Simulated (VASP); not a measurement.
# Pt (Im-3m) in VASP: notebook

Pt is run at these levels: PBEsol; tasks: single point.

All numbers are computed with VASP 6.6.1; they aren't measurements. Logs are shortened: lines on timing, memory, paths and dates and some standing lists are left out, and cuts for length are marked.

### 1 The cell of the first run

It takes space group Im-3m (No. 229, cubic). Conventional cell: a = 3.036 Å, b = 3.036 Å, c = 3.036 Å, α = 90.00°, β = 90.00°, γ = 90.00°. Pt (site symmetry m-3m) has 14 Pt at 2.63 to 3.04 Å within 3.5 Å.

### 2 Single point, PBEsol

File INCAR:

```
SYSTEM = Pt
PREC = Accurate ; ENCUT = 500
EDIFF = 1E-6 ; ISMEAR = 1
SIGMA = 0.15 ; LREAL = .FALSE.
LASPH = .TRUE. ; NELM = 120
ALGO = Normal ; ISIF = 2
LWAVE = .FALSE. ; LCHARG = .FALSE.
GGA = PS ; NBANDS = 11
GGA_COMPAT = .FALSE.
```

File KPOINTS:

```
Automatic mesh
0
G
  13 13 13
  0 0 0
```

File POSCAR:

```
Pt
1.0
   -1.5181326332      1.5181326332      1.5181326332
    1.5181326332     -1.5181326332      1.5181326332
    1.5181326332      1.5181326332     -1.5181326332
Pt
1
Direct
    0.0000000000      0.0000000000      0.0000000000
```

Potentials or basis: VASP PAW PBE potentials, release 64 (Pt).

Run with:

```console
> cat potpaw_PBE.64/Pt/POTCAR > POTCAR
> mpirun -np 1 vasp_std > vasp.out
```

OUTCAR:

```text
SYSTEM = Pt
   PREC = Accurate
   ENCUT = 500
   EDIFF = 1E-6
   ISMEAR = 1
   LREAL = .FALSE.
   LASPH = .TRUE.
   NELM = 120
   ISIF = 2
   GGA = PS

 ion  position               nearest neighbor table
   1  0.000  0.000  0.000-

  LATTYP: Found a body centered cubic cell.
 ALAT       =     3.0362652664

  Lattice vectors:

 A1 = (  -1.5181326332,   1.5181326332,   1.5181326332)
 A2 = (   1.5181326332,  -1.5181326332,   1.5181326332)
 A3 = (   1.5181326332,   1.5181326332,  -1.5181326332)

Analysis of symmetry for initial positions (statically):
=====================================================================
 Subroutine PRICEL returns:
 Original cell was already a primitive cell.

 Routine SETGRP: Setting up the symmetry group for a
 body centered cubic supercell.

 Subroutine GETGRP returns: Found 48 space group operations
 (whereof 48 operations were pure point group operations)
 out of a pool of 48 trial point group operations.

The static configuration has the point symmetry O_h .

Analysis of symmetry for dynamics (positions and initial velocities):
=====================================================================
 Subroutine PRICEL returns:
 Original cell was already a primitive cell.

 Routine SETGRP: Setting up the symmetry group for a
 body centered cubic supercell.

 Subroutine GETGRP returns: Found 48 space group operations
 (whereof 48 operations were pure point group operations)
 out of a pool of 48 trial point group operations.

The dynamic configuration has the point symmetry O_h .

 Subroutine INISYM returns: Found 48 space group operations
 (whereof 48 operations are pure point group operations),
 and found     1 'primitive' translations

----------------------------------------------------------------------------------------

                                     Primitive cell

  volume of cell :      13.9955

  direct lattice vectors                    reciprocal lattice vectors
    -1.518132633  1.518132633  1.518132633     0.000000000  0.329351987  0.329351987
     1.518132633 -1.518132633  1.518132633     0.329351987  0.000000000  0.329351987
     1.518132633  1.518132633 -1.518132633     0.329351987  0.329351987  0.000000000

  length of vectors
     2.629482853  2.629482853  2.629482853     0.465774047  0.465774047  0.465774047

  position of ions in fractional coordinates (direct lattice)
     0.000000000  0.000000000  0.000000000

  ion indices of the primitive-cell ions
   primitive index   ion index
                 1           1

----------------------------------------------------------------------------------------

 KPOINTS: Automatic mesh

Automatic generation of k-mesh.
 Grid dimensions read from file:
 generate k-points for:   13   13   13

 Generating k-lattice:

  Cartesian coordinates                     Fractional coordinates (reciprocal lattice)
     0.000000000  0.025334768  0.025334768     0.076923077  0.000000000  0.000000000
     0.025334768  0.000000000  0.025334768     0.000000000  0.076923077  0.000000000
     0.025334768  0.025334768  0.000000000     0.000000000  0.000000000  0.076923077

  Length of vectors
     0.035828773  0.035828773  0.035828773

  Shift w.r.t. Gamma in fractional coordinates (k-lattice)
     0.000000000  0.000000000  0.000000000

 Subroutine IBZKPT returns following result:
 ===========================================

 Found     84 irreducible k-points:

 Following reciprocal coordinates:
            Coordinates               Weight
  0.000000  0.000000  0.000000      1.000000
  0.076923  0.000000  0.000000     12.000000
  0.153846  0.000000  0.000000     12.000000
  0.230769  0.000000  0.000000     12.000000
  0.307692  0.000000  0.000000     12.000000
  0.384615  0.000000  0.000000     12.000000
[... 16 lines left out ...]
  0.153846  0.076923  0.076923     24.000000
  0.230769  0.076923  0.076923     24.000000
 [... further k-points ...]
   k-points           NKPTS =     84   k-points in BZ     NKDIM =     84   number of bands    NBANDS=     11
   number of dos      NEDOS =    301   number of ions     NIONS =      1
   total plane-waves  NPLWV =   8000
   dimension x,y,z NGX =    20 NGY =   20 NGZ =   20
   dimension x,y,z NGXF=    40 NGYF=   40 NGZF=   40
   ions per type =               1
   NGX,Y,Z   is equivalent  to a cutoff of  12.64, 12.64, 12.64 a.u.
   NGXF,Y,Z  is equivalent  to a cutoff of  25.29, 25.29, 25.29 a.u.
 SYSTEM =  Pt
   PREC   = accura    normal or accurate (medium, high low for compatibility)
   ISTART =      0    job   : 0-new  1-cont  2-samecut
   ICHARG =      2    charge: 1-file 2-atom 10-const
   ISPIN  =      1    spin polarized calculation?
   LNONCOLLINEAR =      F non collinear calculations
   LSORBIT =      F    spin-orbit coupling
   LASPH  =      T    aspherical Exc in radial PAW
   ENCUT  =  500.0 eV  36.75 Ry    6.06 a.u.   4.79  4.79  4.79*2*pi/ulx,y,z
   NELM   =    120;   NELMIN=  2; NELMDL= -5     # of ELM steps
   EDIFF  = 0.1E-05   stopping-criterion for ELM
   LREAL  =      F    real-space projection
   EDIFFG = 0.1E-04   stopping-criterion for IOM
   NSW    =      0    number of steps for IOM
   IBRION =     -1    ionic relax: 0-MD 1-quasi-New 2-CG
   NFREE  =      0    steps in history (QN), initial steepest desc. (CG)
   ISIF   =      2    stress and relaxation
   ISYM   =      2    0-nonsym 1-usesym 2-fastsym
   POTIM  = 0.5000    time-step for ionic-motion
   TEBEG  =    0.0;   TEEND  =   0.0 temperature during run
   PSTRESS=    0.0 pullay stress
   NELECT =      10.0000    total number of electrons
   NUPDOWN=      -1.0000    fix difference up-down
   EMIN   =  10.00;   EMAX   =-10.00  energy-range for DOS
   EFERMI =   0.00;   METHOD = LEGACY
   ISMEAR =     1;   SIGMA  =   0.15  broadening in eV -4-tet -1-fermi 0-gaus
   EFERMI_NEDOS =   21; number of points for ismear=-14 and -15
   IALGO  =     38    algorithm
   IMIX   =      4    mixing-type and parameters
     AMIX     =   0.40;   BMIX     =  1.00
     AMIX_MAG =   1.60;   BMIX_MAG =  1.00
  volume/ion in A,a.u.               =      14.00        94.45
  Fermi-wavevector in a.u.,A,eV,Ry     =   1.463564  2.765735 29.143955  2.142020
  Thomas-Fermi vector in A             =   2.579644
   LORBIT       =      0    0 simple, 1 ext, 2 COOP (PROOUT), +10 PAW based schemes
   GGA     = PS    functional components
   LHFCALC =     F    Hartree Fock is set to
   AEXX    =    0.0000 exact exchange contribution
   IVDW    =     0    specifies the selected vdW correction
   LEPSILON=     F    determine dielectric tensor
   LRPA    =     F    only Hartree local field effects (RPA)
 non-spin polarized calculation
 Methfessel and Paxton  Order N= 1 SIGMA  =   0.15
  energy-cutoff  :      500.00
  volume of cell :       14.00
 maximum number of plane-waves:       370
   NGX =  9   NGY =  9   NGZ =  9

 number of electron      10.0000000 magnetization

 Free energy of the ion-electron system (eV)
  ---------------------------------------------------
  ext. energy  EPLUGINS =         0.00000000
  ---------------------------------------------------
  free energy    TOTEN  =        -6.74647108 eV

  energy without entropy =       -6.74766798  energy(sigma->0) =       -6.74687005

 E-fermi :  12.4019     XC(G=0): -14.0667

 val. band max:       12.3916597390   @ k =  -0.3846  -0.4615   0.2308
 cond. band min:      12.4705860351   @ k =  -0.3846   0.3846   0.1538
 fundamental gap:      0.0789262961
 Fermi energy:        12.4019282516

 k-point     1 :       0.0000    0.0000    0.0000
  band No.  band energies     occupation
      1       1.4391      2.00000
      2       8.1169      2.00000
      3       8.1169      2.00000
      4       8.1169      2.00000
      5      11.1214      2.00000
      6      11.1214      2.00000
      7      29.3113      0.00000
      8      29.3113      0.00000
      9      29.3113      0.00000
     10      40.9384      0.00000
     11      40.9384      0.00000

 k-point     2 :       0.0769    0.0000    0.0000
  band No.  band energies     occupation
      1       1.7099      2.00000
      2       8.0005      2.00000
      3       8.1124      2.00000
      4       8.3469      2.00000
      5      10.9673      2.00000
      6      11.1289      2.00000
      7      29.4592      0.00000
      8      29.6371      0.00000
      9      29.7293      0.00000
     10      38.3721      0.00000
     11      39.2412      0.00000

 k-point     3 :       0.1538    0.0000    0.0000
  band No.  band energies     occupation
      1       2.4693      2.00000
      2       7.6914      2.00000
      3       8.0733      2.00000
      4       9.0180      2.00000
      5      10.6823      2.00000
      6      11.1598      2.00000
      7      29.5835      0.00000
      8      29.9915      0.00000
      9      30.9292      0.00000
     10      36.3077      0.00000
     11      36.8369      0.00000

 k-point     4 :       0.2308    0.0000    0.0000
  band No.  band energies     occupation
      1       3.5036      2.00000
      2       7.2848      2.00000
      3       8.0763      2.00000
      4      10.0669      2.00000
      5      10.5772      2.00000
      6      11.2293      2.00000
      7      28.5997      0.00000
      8      28.8886      0.00000
      9      32.7667      0.00000
     10      36.1711      0.00000
     11      36.2395      0.00000

 k-point     5 :       0.3077    0.0000    0.0000
  band No.  band energies     occupation
      1       4.3077      2.00000
      2       6.8848      2.00000
      3       8.6181      2.00000
      4      10.7258      2.00000
      5      11.3391      2.00000
      6      11.3642      2.00000
      7      25.6089      0.00000
      8      27.5268      0.00000
      9      33.6140      0.00000
     10      35.0239      0.00000
     11      37.1442      0.00000
[... 211 lines left out ...]
 k-point    21 :       0.3077    0.3077    0.0000
  band No.  band energies     occupation
      1       5.8859      2.00000
      2       7.2763      2.00000
      3       7.9171      2.00000
      4      11.2003      2.00000
      5      11.5975      2.00000
      6      18.3616      0.00000
      7      19.8218      0.00000
      8      22.1533      0.00000
      9      29.6506      0.00000
     10      35.0789      0.00000
     11      36.0337      0.00000

 k-point    22 :       0.0769    0.0769    0.0769
  band No.  band energies     occupation
      1       2.9444      2.00000
      2       7.6131      2.00000
      3       7.6131      2.00000
      4       9.7633      2.00000
      5      10.9248      2.00000
      6      10.9249      2.00000
      7      30.0152      0.00000
      8      30.0152      0.00000
      9      30.4424      0.00000
     10      34.5628      0.00000
     11      38.0283      0.00000

 k-point    23 :       0.1538    0.0769    0.0769
  band No.  band energies     occupation
      1       3.9697      2.00000
      2       7.1952      2.00000
      3       7.4461      2.00000
      4      10.7852      2.00000
      5      11.0371      2.00000
      6      11.1421      2.00000
      7      28.6588      0.00000
      8      29.0148      0.00000
      9      31.5218      0.00000
     10      31.6898      0.00000
     11      38.7515      0.00000

 k-point    24 :       0.2308    0.0769    0.0769
  band No.  band energies     occupation
      1       4.8266      2.00000
      2       6.8215      2.00000
      3       7.7623      2.00000
      4      10.8438      2.00000
      5      11.3318      2.00000
      6      12.5737     -0.06873
      7      25.4674      0.00000
      8      27.5963      0.00000
      9      29.9667      0.00000
     10      33.5623      0.00000
     11      40.1991      0.00000

 [... further k-points ...]
[... 5 lines left out ...]
  --------------------------------------------------------------------------------------
  -------------------------------------------------------------------------------------
  Total        2.4722248      2.4722248      2.4722248     -0.0000000      0.0000000     -0.0000000
  in kB      283.0149621    283.0149621    283.0149621     -0.0000000      0.0000000     -0.0000000
  external PRESSURE =     283.0149621 kB  Pullay stress =       0.0000000 kB

 VOLUME and BASIS-vectors are now :
 -----------------------------------------------------------------------------
  energy-cutoff  :      500.00
  volume of cell :       14.00
      direct lattice vectors                 reciprocal lattice vectors
    -1.518132633  1.518132633  1.518132633     0.000000000  0.329351987  0.329351987
     1.518132633 -1.518132633  1.518132633     0.329351987  0.000000000  0.329351987
     1.518132633  1.518132633 -1.518132633     0.329351987  0.329351987  0.000000000

 POSITION                                       TOTAL-FORCE (eV/Angst)
 -----------------------------------------------------------------------------------
      0.00000      0.00000      0.00000         0.000000     -0.000000      0.000000
 -----------------------------------------------------------------------------------
    total drift:                                0.000000     -0.000000      0.000000

  FREE ENERGIE OF THE ION-ELECTRON SYSTEM (eV)
  ---------------------------------------------------
  free  energy   TOTEN  =        -6.7464710837 eV

  energy  without entropy=       -6.7476679759  energy(sigma->0) =       -6.74687005
```

Wall time 16 s (1 thread of Intel Xeon 8259CL, shared host); peak memory 0.13 GiB.

Results:

| Quantity | Value |
| --- | --- |
| Free energy | -6.7465 eV |
| Pressure | 28.3 GPa |
| Band gap on the k mesh | zero (band 5 reaches 13.50 eV, above the bottom of band 6 at 10.92 eV) |

Levels at points of the mesh, in eV from the Fermi level:
| k point | band 3 | band 4 | band 5 | band 6 | band 7 | band 8 |
| --- | --- | --- | --- | --- | --- | --- |
| (0.00, 0.00, 0.00) | -4.29 | -4.29 | -1.28 | -1.28 | 16.91 | 16.91 |

Caveat: the PAW data sets were made with another functional, which shifts forces and pressure a little; spin-orbit coupling is left out, which moves the levels of the heavy elements.

### 3 Single point, PBEsol

This run uses another cell than the first one, of 14.63 Å³/atom, 1.045 times its volume.

File INCAR:

```
PREC     = Accurate       # precision mode
ENCUT    = 500            # plane-wave cutoff, eV
EDIFF    = 1E-6           # SCF threshold, eV
ISMEAR   = 1              # smearing method
SIGMA    = 0.15           # smearing width, eV
LREAL    = False          # projectors in reciprocal space
LASPH    = True           # aspherical terms in the spheres
NELM     = 120            # most SCF steps
ALGO     = Normal         # electronic algorithm
ISIF     = 2              # what is computed and relaxed
LWAVE    = False          # write WAVECAR
LCHARG   = False          # write CHGCAR
GGA      = PS             # functional
NBANDS   = 11             # bands
GGA_COMPAT= False
```

File KPOINTS:

```
regular mesh
0
Gamma
  13 13 13
```

File POSCAR:

```
Pt
1.0
   -1.5407946703      1.5407946703      1.5407946703
    1.5407946703     -1.5407946703      1.5407946703
    1.5407946703      1.5407946703     -1.5407946703
Pt
1
Direct
    0.0000000000      0.0000000000      0.0000000000
```

Potentials or basis: VASP PAW PBE potentials, release 64 (Pt).

Run with:

```console
> cat potpaw_PBE.64/Pt/POTCAR > POTCAR
> mpirun -np 1 vasp_std > vasp.out
```

It took 14 s on 1 thread of Intel Xeon 8259CL, shared host; peak memory 0.14 GiB.

It converged, with:

```yaml
Free_energy: -6.8243 eV
Pressure: 11.4 GPa
Band_gap_on_the_k_mesh: zero (band 5 reaches 12.52 eV, above the bottom of band 6 at 10.15 eV)
```

Levels at points of the mesh, in eV from the Fermi level:
```
           k point  band 2  band 3  band 4  band 5  band 6  band 7  band 8  band 9
(0.00, 0.00, 0.00)   -4.00   -4.00   -4.00   -1.18   -1.18   16.97   16.97   16.97
```

Caveat: the PAW data sets were made with another functional, which shifts forces and pressure a little; spin-orbit coupling is left out, which moves the levels of the heavy elements.
